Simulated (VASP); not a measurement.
# MnO2 (P-3m1) in VASP: notebook

The runs below take MnO2 through single point, with PBE+U.

Everything below comes from runs of VASP 6.6.1. Logs are shortened: lines on timing, memory, paths and dates and some standing lists are left out, and cuts for length are marked.

### 1 The cell of the first run

The structure is trigonal, space group P-3m1 (No. 164). Conventional cell: a = 2.751 Å, b = 2.751 Å, c = 4.439 Å, α = 90.00°, β = 90.00°, γ = 120.00°. Mn (site symmetry -3m) has 6 O at 1.94 Å within 2.6 Å. Within 2.6 Å of O (site symmetry 3m) lie 3 Mn at 1.94 Å.

### 2 Single point, PBE+U, collinear spin, ferrimagnetic start

File INCAR:

```
SYSTEM = MnO2
ALGO = Normal
EDIFF = 1E-6
ENCUT = 600
GGA = PE
GGA_COMPAT = .FALSE.
ISIF = 2
ISMEAR = 0
ISPIN = 2
LASPH = .TRUE.
LCHARG = .TRUE.
LDAU = .TRUE.
LDAUJ = 0 0
LDAUL = 2 -1
LDAUPRINT = 1
LDAUTYPE = 2
LDAUU = 2 0
LELF = .TRUE.
LMAXMIX = 4
LORBIT = 11
LREAL = .FALSE.
LVHAR = .TRUE.
LWAVE = .FALSE.
MAGMOM = 2.89 -0.01 -0.01
NBANDS = 24
NELM = 200
PREC = Accurate
SIGMA = 0.05
```

File KPOINTS:

```
k-points
0
G
  8 8 4
  0 0 0
```

File POSCAR:

```
MnO2
1.0
    2.7513669000      0.0000000000      0.0000000000
   -1.3756834500      2.3827536300      0.0000000000
    0.0000000000      0.0000000000      4.4385258500
Mn O
1 2
Direct
    0.0000000000      0.0000000000      0.0000000000
    0.3333333333      0.6666666667      0.2520000000
    0.6666666667      0.3333333333      0.7480000000
```

Potentials or basis: VASP PAW PBE potentials, release 64 (Mn_pv, O).

The run is started by

```console
$ cat potpaw_PBE.64/Mn_pv/POTCAR potpaw_PBE.64/O/POTCAR > POTCAR
$ mpirun -np 1 vasp_std > vasp.out
```

OUTCAR:

```text
SYSTEM = MnO2
   EDIFF = 1E-6
   ENCUT = 600
   GGA = PE
   ISIF = 2
   ISMEAR = 0
   ISPIN = 2
   LASPH = .TRUE.
   LORBIT = 11
   LREAL = .FALSE.
   NELM = 200
   PREC = Accurate

 ion  position               nearest neighbor table
   1  0.000  0.000  0.000-   2 1.94   3 1.94   3 1.94   2 1.94   3 1.94   2 1.94
   2  0.333  0.667  0.252-   1 1.94   1 1.94   1 1.94
   3  0.667  0.333  0.748-   1 1.94   1 1.94   1 1.94

  LATTYP: Found a hexagonal cell.
 ALAT       =     2.7513669000
 C/A-ratio  =     1.6132075479

  Lattice vectors:

 A1 = (   2.7513669000,   0.0000000000,   0.0000000000)
 A2 = (  -1.3756834500,   2.3827536300,   0.0000000000)
 A3 = (   0.0000000000,   0.0000000000,   4.4385258500)

Analysis of symmetry for initial positions (statically):
=====================================================================
 Subroutine PRICEL returns:
 Original cell was already a primitive cell.

 Routine SETGRP: Setting up the symmetry group for a
 hexagonal supercell.

 Subroutine GETGRP returns: Found 12 space group operations
 (whereof 12 operations were pure point group operations)
 out of a pool of 24 trial point group operations.

The static configuration has the point symmetry D_3d.

Analysis of symmetry for dynamics (positions and initial velocities):
=====================================================================
 Subroutine PRICEL returns:
 Original cell was already a primitive cell.

 Routine SETGRP: Setting up the symmetry group for a
 hexagonal supercell.

 Subroutine GETGRP returns: Found 12 space group operations
 (whereof 12 operations were pure point group operations)
 out of a pool of 24 trial point group operations.

The dynamic configuration has the point symmetry D_3d.

Analysis of structural, dynamic, and magnetic symmetry:
=====================================================================
 Subroutine PRICEL returns:
 Original cell was already a primitive cell.

 Routine SETGRP: Setting up the symmetry group for a
 hexagonal supercell.

 Subroutine GETGRP returns: Found 12 space group operations
 (whereof 12 operations were pure point group operations)
 out of a pool of 24 trial point group operations.

The overall configuration has the point symmetry D_3d.

 Subroutine INISYM returns: Found 12 space group operations
 (whereof 12 operations are pure point group operations),
 and found     1 'primitive' translations

----------------------------------------------------------------------------------------

                                     Primitive cell

  volume of cell :      29.0982

  direct lattice vectors                    reciprocal lattice vectors
     2.751366900  0.000000000  0.000000000     0.363455706  0.209841250  0.000000000
    -1.375683450  2.382753630  0.000000000     0.000000000  0.419682500  0.000000000
     0.000000000  0.000000000  4.438525850     0.000000000  0.000000000  0.225300028

  length of vectors
     2.751366900  2.751366900  4.438525850     0.419682500  0.419682500  0.225300028

  position of ions in fractional coordinates (direct lattice)
     0.000000000  0.000000000  0.000000000
     0.333333333  0.666666667  0.252000000
     0.666666667  0.333333333  0.748000000

  ion indices of the primitive-cell ions
   primitive index   ion index
                 1           1
                 2           2
                 3           3

----------------------------------------------------------------------------------------

 KPOINTS: k-points

Automatic generation of k-mesh.
 Grid dimensions read from file:
 generate k-points for:    8    8    4

 Generating k-lattice:

  Cartesian coordinates                     Fractional coordinates (reciprocal lattice)
     0.045431963  0.026230156  0.000000000     0.125000000  0.000000000  0.000000000
     0.000000000  0.052460312  0.000000000     0.000000000  0.125000000  0.000000000
     0.000000000  0.000000000  0.056325007     0.000000000  0.000000000  0.250000000

  Length of vectors
     0.052460312  0.052460312  0.056325007

  Shift w.r.t. Gamma in fractional coordinates (k-lattice)
     0.000000000  0.000000000  0.000000000

 Subroutine IBZKPT returns following result:
 ===========================================

 Found     35 irreducible k-points:

 Following reciprocal coordinates:
            Coordinates               Weight
  0.000000  0.000000  0.000000      1.000000
  0.125000 -0.000000  0.000000      6.000000
  0.250000 -0.000000  0.000000      6.000000
  0.375000 -0.000000  0.000000      6.000000
  0.500000 -0.000000  0.000000      3.000000
  0.125000  0.125000  0.000000      6.000000
[... 16 lines left out ...]
 -0.125000  0.500000  0.250000     12.000000
  0.250000  0.250000  0.250000     12.000000
 [... further k-points ...]
   k-points           NKPTS =     35   k-points in BZ     NKDIM =     35   number of bands    NBANDS=     24
   number of dos      NEDOS =    301   number of ions     NIONS =      3
   total plane-waves  NPLWV =  20736
   dimension x,y,z NGX =    24 NGY =   24 NGZ =   36
   dimension x,y,z NGXF=    48 NGYF=   48 NGZF=   72
   ions per type =               1   2
   NGX,Y,Z   is equivalent  to a cutoff of  14.50, 14.50, 13.48 a.u.
   NGXF,Y,Z  is equivalent  to a cutoff of  29.00, 29.00, 26.97 a.u.
 SYSTEM =  MnO2
   PREC   = accura    normal or accurate (medium, high low for compatibility)
   ISTART =      0    job   : 0-new  1-cont  2-samecut
   ICHARG =      2    charge: 1-file 2-atom 10-const
   ISPIN  =      2    spin polarized calculation?
   LNONCOLLINEAR =      F non collinear calculations
   LSORBIT =      F    spin-orbit coupling
   LASPH  =      T    aspherical Exc in radial PAW
   ENCUT  =  600.0 eV  44.10 Ry    6.64 a.u.   5.50  5.50  8.86*2*pi/ulx,y,z
   NELM   =    200;   NELMIN=  2; NELMDL= -5     # of ELM steps
   EDIFF  = 0.1E-05   stopping-criterion for ELM
   LREAL  =      F    real-space projection
   EDIFFG = 0.1E-04   stopping-criterion for IOM
   NSW    =      0    number of steps for IOM
   IBRION =     -1    ionic relax: 0-MD 1-quasi-New 2-CG
   NFREE  =      0    steps in history (QN), initial steepest desc. (CG)
   ISIF   =      2    stress and relaxation
   ISYM   =      2    0-nonsym 1-usesym 2-fastsym
   POTIM  = 0.5000    time-step for ionic-motion
   TEBEG  =    0.0;   TEEND  =   0.0 temperature during run
[... 10 lines left out ...]
     AMIX_MAG =   1.60;   BMIX_MAG =  1.00
  volume/ion in A,a.u.               =       9.70        65.45
  Fermi-wavevector in a.u.,A,eV,Ry     =   1.556322  2.941022 32.955177  2.422137
  Thomas-Fermi vector in A             =   2.660134
   LORBIT       =     11    0 simple, 1 ext, 2 COOP (PROOUT), +10 PAW based schemes
 LDA+U is selected, type is set to LDAUTYPE =  2
   angular momentum for each species LDAUL =     2   -1
   U (eV)           for each species LDAUU =   2.0  0.0
   J (eV)           for each species LDAUJ =   0.0  0.0
   GGA     = PE    functional components
   LHFCALC =     F    Hartree Fock is set to
   AEXX    =    0.0000 exact exchange contribution
   IVDW    =     0    specifies the selected vdW correction
   LEPSILON=     F    determine dielectric tensor
   LRPA    =     F    only Hartree local field effects (RPA)
 spin polarized calculation
 Gauss-broadening in eV      SIGMA  =   0.05
  energy-cutoff  :      600.00
  volume of cell :       29.10
 maximum number of plane-waves:      1002
 NGX is ok and might be reduce to    24
   NGX = 11   NGY = 11   NGZ = 17

atom =   1  type =  1  l = 2

 onsite density matrix

spin component  1

  0.8209 -0.0000 -0.0000  0.2016 -0.0000
 -0.0000  0.6588 -0.0000 -0.0000  0.2016
 -0.0000 -0.0000  0.9594 -0.0000 -0.0000
  0.2016 -0.0000 -0.0000  0.6588 -0.0000
 -0.0000  0.2016 -0.0000 -0.0000  0.8209

spin component  2

  0.1998  0.0000  0.0000 -0.1138 -0.0000
  0.0000  0.2549  0.0000  0.0000 -0.1138
  0.0000  0.0000  0.1028  0.0000 -0.0000
 -0.1138  0.0000  0.0000  0.2549  0.0000
 -0.0000 -0.1138 -0.0000  0.0000  0.1998

 occupancies and eigenvectors

  o =  0.1028  v =  0.0000  0.0000  0.0000  0.0000  0.0000 -0.0000  0.0000  1.0000 -0.0000  0.0000      0.0000  0.0000  0.0000  0.0000  0.0000  0.0000  0.0000  0.0000  0.0000  0.0000
  o =  0.1102  v =  0.0000  0.0000  0.0000  0.0000  0.0000 -0.0000  0.6183 -0.0000 -0.0000  0.7859      0.0000  0.0000  0.0000  0.0000  0.0000  0.0000  0.0000  0.0000  0.0000  0.0000
  o =  0.1102  v =  0.0000  0.0000  0.0000  0.0000  0.0000 -0.7859 -0.0000 -0.0000 -0.6183 -0.0000      0.0000  0.0000  0.0000  0.0000  0.0000  0.0000  0.0000  0.0000  0.0000  0.0000
  o =  0.3445  v =  0.0000  0.0000  0.0000  0.0000  0.0000  0.0000 -0.7859 -0.0000 -0.0000  0.6183      0.0000  0.0000  0.0000  0.0000  0.0000  0.0000  0.0000  0.0000  0.0000  0.0000
  o =  0.3445  v =  0.0000  0.0000  0.0000  0.0000  0.0000  0.6183  0.0000  0.0000 -0.7859 -0.0000      0.0000  0.0000  0.0000  0.0000  0.0000  0.0000  0.0000  0.0000  0.0000  0.0000
  o =  0.5226  v =  0.0000  0.8286 -0.0000 -0.0000 -0.5599  0.0000  0.0000  0.0000  0.0000  0.0000      0.0000  0.0000  0.0000  0.0000  0.0000  0.0000  0.0000  0.0000  0.0000  0.0000
  o =  0.5226  v = -0.5599  0.0000 -0.0000  0.8286 -0.0000  0.0000  0.0000  0.0000  0.0000  0.0000      0.0000  0.0000  0.0000  0.0000  0.0000  0.0000  0.0000  0.0000  0.0000  0.0000
  o =  0.9571  v = -0.0000 -0.5599 -0.0000 -0.0000 -0.8286  0.0000  0.0000  0.0000  0.0000  0.0000      0.0000  0.0000  0.0000  0.0000  0.0000  0.0000  0.0000  0.0000  0.0000  0.0000
  o =  0.9571  v =  0.8286 -0.0000 -0.0000  0.5599 -0.0000  0.0000  0.0000  0.0000  0.0000  0.0000      0.0000  0.0000  0.0000  0.0000  0.0000  0.0000  0.0000  0.0000  0.0000  0.0000
  o =  0.9594  v =  0.0000  0.0000 -1.0000  0.0000  0.0000  0.0000  0.0000  0.0000  0.0000  0.0000      0.0000  0.0000  0.0000  0.0000  0.0000  0.0000  0.0000  0.0000  0.0000  0.0000

 number of electron      24.9999996 magnetization       3.0000843

 Free energy of the ion-electron system (eV)
  ---------------------------------------------------
  ext. energy  EPLUGINS =         0.00000000
  ---------------------------------------------------
  free energy    TOTEN  =       -21.92761529 eV

  energy without entropy =      -21.92761529  energy(sigma->0) =      -21.92761529

 E-fermi :   4.3928     XC(G=0): -11.7174

 val. band max:        4.0320888224   @ k =   0.1250   0.1250   0.5000
 cond. band min:       5.4711584560   @ k =   0.5000  -0.0000   0.5000
 fundamental gap:      1.4390696336
 Fermi energy:         4.3928480502

 spin component 1

 k-point     1 :       0.0000    0.0000    0.0000
  band No.  band energies     occupation
      1     -46.0546      1.00000
      2     -46.0078      1.00000
      3     -46.0078      1.00000
      4     -14.9839      1.00000
      5     -12.9877      1.00000
      6      -2.6980      1.00000
[... 637 lines left out ...]
     23      24.1268      0.00000
     24      29.5871      0.00000

 [... further k-points ...]

 spin component 2

 k-point     1 :       0.0000    0.0000    0.0000
  band No.  band energies     occupation
      1     -42.8006      1.00000
      2     -42.7551      1.00000
      3     -42.7551      1.00000
      4     -14.9109      1.00000
      5     -12.9685      1.00000
      6      -1.5111      1.00000
[... 637 lines left out ...]
     23      24.9528      0.00000
     24      30.4755      0.00000

 [... further k-points ...]

------------------------ aborting loop because EDIFF is reached ----------------------------------------

  FORCE on cell =-STRESS in cart. coord.  units (eV):
  Direction    XX          YY          ZZ          XY          YZ          ZX
  --------------------------------------------------------------------------------------
  -------------------------------------------------------------------------------------
  Total        2.5563998      2.5563998     -2.9878057     -0.0000000      0.0000000     -0.0000000
  in kB      140.7579572    140.7579571   -164.5116010     -0.0000000      0.0000000     -0.0000000
  external PRESSURE =      39.0014378 kB  Pullay stress =       0.0000000 kB

 VOLUME and BASIS-vectors are now :
 -----------------------------------------------------------------------------
  energy-cutoff  :      600.00
  volume of cell :       29.10
      direct lattice vectors                 reciprocal lattice vectors
     2.751366900  0.000000000  0.000000000     0.363455706  0.209841250  0.000000000
    -1.375683450  2.382753630  0.000000000     0.000000000  0.419682500  0.000000000
     0.000000000  0.000000000  4.438525850     0.000000000  0.000000000  0.225300028

 POSITION                                       TOTAL-FORCE (eV/Angst)
 -----------------------------------------------------------------------------------
      0.00000      0.00000      0.00000        -0.000000      0.000000      0.000000
     -0.00000      1.58850      1.11851        -0.000000      0.000000     -2.191651
      1.37568      0.79425      3.32002         0.000000     -0.000000      2.191651
 -----------------------------------------------------------------------------------
    total drift:                                0.000000     -0.000000      0.000000

  FREE ENERGIE OF THE ION-ELECTRON SYSTEM (eV)
  ---------------------------------------------------
  free  energy   TOTEN  =       -21.9276152867 eV

  energy  without entropy=      -21.9276152867  energy(sigma->0) =      -21.92761529

 total charge

# of ion       s       p       d       tot
------------------------------------------
    1        0.346   6.448   4.898  11.692
    2        1.589   3.365   0.000   4.955
    3        1.589   3.365   0.000   4.955
--------------------------------------------------
tot          3.525  13.178   4.898  21.602

 magnetization (x)

# of ion       s       p       d       tot
------------------------------------------
    1        0.025   0.032   2.905   2.961
    2        0.004  -0.010   0.000  -0.007
    3        0.004  -0.010   0.000  -0.007
--------------------------------------------------
tot          0.032   0.011   2.905   2.948
```

It took 44 s on 1 thread of Intel Xeon 6975P-C, shared host; peak memory 0.19 GiB.

Results:

* Free energy: -21.9276 eV
* Pressure: 3.9 GPa
* Largest force: 2.192 eV/Å
* Band gap on the k mesh: 1.44 eV, indirect (least direct gap 1.77 eV)
* Net moment: 3.00 μB per cell
* Site moments: Mn +2.96; O -0.01 μB
* Valence electrons inside the program's atomic spheres: Mn 11.69; O 4.96

Forces on the atoms (eV/Å):
```
Mn   0.000  0.000  0.000
O    0.000  0.000 -2.192
O    0.000  0.000  2.192
```

Eigenvalues of the final occupation matrices:
```csv
site,spin,trace,eigenvalues
site 1 d,1,3.92,0.52 0.52 0.96 0.96 0.96
site 1 d,2,1.01,0.10 0.11 0.11 0.34 0.34
```

Caveat: a cell with one magnetic atom can't hold antiferromagnetic order, which such compounds often take; forces of over 1 eV/Å act on the atoms, so gaps and moduli don't describe the material at rest. A k mesh can miss the band edges.

(Part 1 of 2 ends here.)
